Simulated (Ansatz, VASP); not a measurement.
## Two plane-wave programs on In3GaSb2N2

```
CELL_PARAMETERS angstrom
3.37885 -4.33798 0.00000
3.37885 4.33798 0.00000
0.00000 0.00000 6.34070
ATOMIC_POSITIONS crystal
In 0.00000 0.50000 0.38522
In 0.50000 0.50000 0.04754
In 0.50000 0.00000 0.38522
Ga 0.00000 0.00000 0.08594
Sb 0.23357 0.76643 0.79150
Sb 0.76643 0.23357 0.79150
N 0.76025 0.76025 0.25654
N 0.23975 0.23975 0.25654
```

Alike in both runs: functional PBE; k mesh 6 × 6 × 6; occupations gaussian, width 0.1 eV; no spin polarisation.

Ansatz relaxed the structure, and its values are those at the end. VASP's run is a single point on that final structure, the one shown.

|  | VASP | Ansatz |
| --- | --- | --- |
| version | VASP 6.6.1 | Ansatz 0.2.0 |
| potentials or method | VASP PAW PBE potentials, release 64 (In_d, Ga_d, Sb, N), cutoff 520 eV | scalar-relativistic, plane waves, PAW |
| valence electrons in the cell | 72 | 92 |

Ansatz gave:

| Property | Result |
| --- | --- |
| gap on the k mesh at the Fermi level (eV) | none |
| pressure (GPa) | 0.0 |
| rms of the force components (eV/Å) | 0.001 |

Which values does VASP return?

gap on the k mesh at the Fermi level (eV): none; pressure (GPa): 0.0; rms of the force components (eV/Å): 0.005.

A gap of «none» marks a metal or a gap that the smearing closes. VASP's potentials hold 72 valence electrons a cell and Ansatz's 92, so a difference there can come from the potentials and not from the codes.

Spin-orbit coupling is off throughout.
